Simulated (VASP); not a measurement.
# BN (Amm2) in VASP: notebook

The runs below take BN through single point, with PBE+D3(BJ).

Everything below comes from runs of VASP 6.6.1. Logs are shortened: lines on timing, memory, paths and dates and some standing lists are left out, and cuts for length are marked.

## Step 1: The cell of the first run

Symmetry: Amm2, No. 38, orthorhombic system. The conventional cell has a = 6.592 Å, b = 2.623 Å, c = 4.341 Å, α = 90.00°, β = 90.00°, γ = 90.00°. B (site symmetry mm2) has 3 N at 1.45 to 1.50 Å within 1.9 Å. Within 1.9 Å of B (site symmetry mm2) lie 3 N at 1.45 to 1.50 Å. Within 1.9 Å of N (site symmetry mm2) lie 3 B at 1.45 to 1.50 Å. Within 1.9 Å of N (site symmetry mm2) lie 3 B at 1.45 to 1.50 Å.

## Step 2: Single point, PBE+D3(BJ) (atoms displaced along a vibrational mode, the cell strained)

The input, INCAR:

```
SYSTEM = BN
  ALGO = Normal
  EDIFF = 1E-7
  ENCUT = 520
  GGA = PE
  ISIF = 2
  ISMEAR = 1
  IVDW = 12
  LASPH = .TRUE.
  LCHARG = .FALSE.
  LREAL = .FALSE.
  LWAVE = .FALSE.
  NBANDS = 16
  NELM = 60
  PREC = Accurate
  SIGMA = 0.05
```

The input, KPOINTS:

```
k-points
0
G
  12 12 4
  0 0 0
```

The input, POSCAR:

```
BN
1.0
    2.6231482509      0.0000000000      0.0000000000
   -1.3115741254      2.1703573356      0.0000000000
    0.0000000000      0.0000000000      6.5923998870
B N
2 2
Direct
    0.0000000000      0.0000000000      0.5000000000
    0.3333333333      0.6666666667      0.0000000000
    0.0000000000      0.0000000000      0.0000000000
    0.6666666667      0.3333333333      0.5000000000
```

Potentials or basis: VASP PAW PBE potentials, release 64 (B, N).

Command:

```
> cat potpaw_PBE.64/B/POTCAR potpaw_PBE.64/N/POTCAR > POTCAR
> mpirun -np 1 vasp_std > vasp.out
```

OUTCAR:

```text
SYSTEM = BN
   EDIFF = 1E-7
   ENCUT = 520
   GGA = PE
   ISIF = 2
   ISMEAR = 1
   IVDW = 12
   LASPH = .TRUE.
   LREAL = .FALSE.
   NELM = 60
   PREC = Accurate
 IVDW          = 12

 ion  position               nearest neighbor table
   1  0.000  0.000  0.500-   4 1.45   4 1.50   4 1.50
   2  0.333  0.667  0.000-   3 1.45   3 1.50   3 1.50
   3  0.000  0.000  0.000-   2 1.45   2 1.50   2 1.50
   4  0.667  0.333  0.500-   1 1.45   1 1.50   1 1.50

  Warning from LATTYP: Monoclinic adjustment (A1->A3, A2->A1, A3->A2)!
  LATTYP: Found a base centered orthorhombic cell.
 ALAT       =     2.6231482509
 B/A-ratio  =     1.6547729126
 C/A-ratio  =     2.5131632895

  Lattice vectors:

 A1 = (   1.3115741254,  -2.1703573356,   0.0000000000)
 A2 = (   1.3115741255,   2.1703573356,   0.0000000000)
 A3 = (   0.0000000000,   0.0000000000,   6.5923998870)

Analysis of symmetry for initial positions (statically):
=====================================================================
 Subroutine PRICEL returns:
 Original cell was already a primitive cell.

 Routine SETGRP: Setting up the symmetry group for a
 base centered orthorhombic supercell.

 Subroutine GETGRP returns: Found  4 space group operations
 (whereof  4 operations were pure point group operations)
 out of a pool of  8 trial point group operations.

The static configuration has the point symmetry C_2v.

Analysis of symmetry for dynamics (positions and initial velocities):
=====================================================================
 Subroutine PRICEL returns:
 Original cell was already a primitive cell.

 Routine SETGRP: Setting up the symmetry group for a
 base centered orthorhombic supercell.

 Subroutine GETGRP returns: Found  4 space group operations
 (whereof  4 operations were pure point group operations)
 out of a pool of  8 trial point group operations.

The dynamic configuration has the point symmetry C_2v.

 Subroutine INISYM returns: Found  4 space group operations
 (whereof  4 operations are pure point group operations),
 and found     1 'primitive' translations

----------------------------------------------------------------------------------------

                                     Primitive cell

  volume of cell :      37.5316

  direct lattice vectors                    reciprocal lattice vectors
     2.623148251  0.000000000  0.000000000     0.381221305  0.230376810  0.000000000
    -1.311574125  2.170357336  0.000000000     0.000000000  0.460753620  0.000000000
[... 92 lines left out ...]
   NSW    =      0    number of steps for IOM
   IBRION =     -1    ionic relax: 0-MD 1-quasi-New 2-CG
   NFREE  =      0    steps in history (QN), initial steepest desc. (CG)
   ISIF   =      2    stress and relaxation
   ISYM   =      2    0-nonsym 1-usesym 2-fastsym
   POTIM  = 0.5000    time-step for ionic-motion
   TEBEG  =    0.0;   TEEND  =   0.0 temperature during run
   PSTRESS=    0.0 pullay stress
   NELECT =      16.0000    total number of electrons
   NUPDOWN=      -1.0000    fix difference up-down
   EMIN   =  10.00;   EMAX   =-10.00  energy-range for DOS
   EFERMI =   0.00;   METHOD = LEGACY
   ISMEAR =     1;   SIGMA  =   0.05  broadening in eV -4-tet -1-fermi 0-gaus
   EFERMI_NEDOS =   21; number of points for ismear=-14 and -15
   IALGO  =     38    algorithm
   IMIX   =      4    mixing-type and parameters
     AMIX     =   0.40;   BMIX     =  1.00
     AMIX_MAG =   1.60;   BMIX_MAG =  1.00
  volume/ion in A,a.u.               =       9.38        63.32
  Fermi-wavevector in a.u.,A,eV,Ry     =   1.232108  2.328347 20.654887  1.518091
  Thomas-Fermi vector in A             =   2.366892
   LORBIT       =      0    0 simple, 1 ext, 2 COOP (PROOUT), +10 PAW based schemes
   GGA     = PE    functional components
   LHFCALC =     F    Hartree Fock is set to
   AEXX    =    0.0000 exact exchange contribution
   IVDW    =    12    specifies the selected vdW correction
   LEPSILON=     F    determine dielectric tensor
   LRPA    =     F    only Hartree local field effects (RPA)
 non-spin polarized calculation
 Methfessel and Paxton  Order N= 1 SIGMA  =   0.05
  energy-cutoff  :      520.00
  volume of cell :       37.53
 maximum number of plane-waves:      1028
   NGX =  9   NGY =  9   NGZ = 25

 number of electron      15.9999997 magnetization

 Free energy of the ion-electron system (eV)
  ---------------------------------------------------
  ext. energy  EPLUGINS =         0.00000000
  ---------------------------------------------------
  free energy    TOTEN  =       -34.97595882 eV

  energy without entropy =      -34.97604561  energy(sigma->0) =      -34.97598775

 E-fermi :   2.1256     XC(G=0):  -9.9821

 val. band max:        2.0892329103   @ k =   0.2500   0.3333   0.0000
 cond. band min:       6.2748507435   @ k =   0.5000  -0.0000   0.0000
 fundamental gap:      4.1856178332
 Fermi energy:         2.1255915670

 k-point     1 :       0.0000    0.0000    0.0000
  band No.  band energies     occupation
      1     -15.3791      2.00000
      2     -15.0423      2.00000
      3      -3.8716      2.00000
      4      -1.6435      2.00000
      5       0.5121      2.00000
      6       0.6406      2.00000
[... 433 lines left out ...]
      3      -6.3640      2.00000
      4      -6.1796      2.00000
      5      -3.2062      2.00000
      6      -3.0464      2.00000
[... 8 lines left out ...]
     15      16.1931      0.00000
     16      16.8867      0.00000

 [... further k-points ...]

------------------------ aborting loop because EDIFF is reached ----------------------------------------

 Edisp (eV)   -0.54345

 E8    (eV) :    -0.1594

  FORCE on cell =-STRESS in cart. coord.  units (eV):
  Direction    XX          YY          ZZ          XY          YZ          ZX
  --------------------------------------------------------------------------------------
  -------------------------------------------------------------------------------------
  Total      -8.60513    -1.51890    -0.00181    -0.00000     0.00000     0.00000
  in kB    -367.34177   -64.83967    -0.07735    -0.00000     0.00000     0.00000
  external pressure =     -144.09 kB  Pullay stress =        0.00 kB

 VOLUME and BASIS-vectors are now :
 -----------------------------------------------------------------------------
  energy-cutoff  :      520.00
  volume of cell :       37.53
      direct lattice vectors                 reciprocal lattice vectors
     2.623148251  0.000000000  0.000000000     0.381221305  0.230376810  0.000000000
    -1.311574125  2.170357336  0.000000000     0.000000000  0.460753620  0.000000000
     0.000000000  0.000000000  6.592399887     0.000000000  0.000000000  0.151689827

 POSITION                                       TOTAL-FORCE (eV/Angst)
 -----------------------------------------------------------------------------------
      0.00000      0.00000      3.29620         0.000000      0.390380      0.000000
     -0.00000      1.44690      0.00000         0.000000      0.393309      0.000000
      0.00000      0.00000      0.00000        -0.000000     -0.383196      0.000000
      1.31157      0.72345      3.29620        -0.000000     -0.400493      0.000000
 -----------------------------------------------------------------------------------
    total drift:                                0.000000     -0.000138     -0.000000

  FREE ENERGIE OF THE ION-ELECTRON SYSTEM (eV)
  ---------------------------------------------------
  free  energy   TOTEN  =       -35.5194068227 eV

  energy  without entropy=      -35.5194936167  energy(sigma->0) =      -35.51943575
```

Run time: 92 s. Hardware: 1 thread of Intel Xeon 8259CL, shared host; peak memory 0.21 GiB.

Results:

```
Free energy                : -35.5194 eV
Pressure                   : -14.4 GPa
Largest force              : 0.400 eV/Å
Band gap on the k mesh     : 4.19 eV (least direct gap 4.29 eV)
Dispersion energy per atom : -0.136 eV
```

Forces in eV/Å, atoms in the order of the input:
```
B    0.000  0.390  0.000
B    0.000  0.393  0.000
N    0.000 -0.383  0.000
N    0.000 -0.400  0.000
```

Levels at points of the mesh, in eV from the valence-band top:
| k point | band 5 | band 6 | band 7 | band 8 | band 9 | band 10 | band 11 | band 12 |
| --- | --- | --- | --- | --- | --- | --- | --- | --- |
| (0.00, 0.00, 0.00) | -1.58 | -1.45 | -1.44 | -1.31 | 5.17 | 9.97 | 10.33 | 10.45 |
| (0.50, 0.00, 0.00) | -3.91 | -3.77 | -1.43 | -0.76 | 4.19 | 5.36 | 9.31 | 9.41 |
| (0.00, 0.50, 0.00) | -4.53 | -4.39 | -1.02 | -0.39 | 4.31 | 5.36 | 8.08 | 8.28 |
| (0.00, 0.00, 0.50) | -1.58 | -1.45 | -1.44 | -1.31 | 7.40 | 7.45 | 10.47 | 10.58 |
| (0.50, 0.00, 0.50) | -3.90 | -3.78 | -1.09 | -0.97 | 4.44 | 4.51 | 9.53 | 9.64 |
| (0.00, 0.50, 0.50) | -4.52 | -4.40 | -0.71 | -0.58 | 4.53 | 4.62 | 8.24 | 8.38 |

Caveat: the cell differs from its parent crystal (atoms displaced along a vibrational mode, the cell strained); the cell stands under tension.

## Step 3: Single point, PBE+D3(BJ) (atoms displaced along a vibrational mode, the cell strained)

The input, INCAR:

```
SYSTEM = BN
PREC = Accurate ; ENCUT = 520
EDIFF = 1E-6 ; ISMEAR = 1
SIGMA = 0.05 ; LREAL = .FALSE.
LASPH = .TRUE. ; NELM = 80
ALGO = Normal ; ISIF = 2
LWAVE = .FALSE. ; LCHARG = .FALSE.
GGA = PE ; IVDW = 12
NBANDS = 16
```

The input, KPOINTS:

```
regular mesh
0
G
  12 12 4
  0 0 0
```

Edit POSCAR of step 2 so:

```diff
@@ -2,4 +2,4 @@
 1.0
-    2.6231482509      0.0000000000      0.0000000000
-   -1.3115741254      2.1703573356      0.0000000000
+    2.6815406787      0.0000000000      0.0000000000
+   -1.3407703394      2.1703573356      0.0000000000
     0.0000000000      0.0000000000      6.5923998870
```

Potentials or basis: VASP PAW PBE potentials, release 64 (B, N).

Command:

```
> cat potpaw_PBE.64/B/POTCAR potpaw_PBE.64/N/POTCAR > POTCAR
> mpirun -np 1 vasp_std > vasp.out
```

Wall time 92 s (1 thread of Intel Xeon 8259CL, shared host); peak memory 0.21 GiB.

It converged, with:

- Free energy: -35.2901 eV
- Pressure: -20.1 GPa
- Largest force: 0.481 eV/Å
- Band gap on the k mesh: 4.07 eV (least direct gap 4.21 eV)
- Dispersion energy per atom: -0.133 eV

Forces in eV/Å, atoms in the order of the input:
```
B    0.000  0.465  0.000
B    0.000  0.470  0.000
N    0.000 -0.454  0.000
N    0.000 -0.481  0.000
```

Stress tensor (GPa, compression positive):
```
-51.13   0.00   0.00
  0.00  -9.13   0.00
  0.00   0.00   0.04
```

Levels at points of the mesh, in eV from the valence-band top:
```csv
k point,band 5,band 6,band 7,band 8,band 9,band 10,band 11,band 12
"(0.00, 0.00, 0.00)",-1.66,-1.52,-1.50,-1.36,5.06,9.54,9.75,9.96
"(0.50, 0.00, 0.00)",-3.80,-3.64,-1.50,-0.81,4.07,5.26,9.12,9.24
"(0.00, 0.50, 0.00)",-4.69,-4.53,-0.91,-0.29,4.24,5.24,7.33,7.57
"(0.00, 0.00, 0.50)",-1.66,-1.52,-1.50,-1.36,7.18,7.24,9.97,10.09
"(0.50, 0.00, 0.50)",-3.79,-3.65,-1.16,-1.03,4.32,4.40,9.35,9.47
"(0.00, 0.50, 0.50)",-4.68,-4.54,-0.61,-0.48,4.43,4.54,7.49,7.65
```

Caveat: the cell differs from its parent crystal (atoms displaced along a vibrational mode, the cell strained); the cell stands under tension.
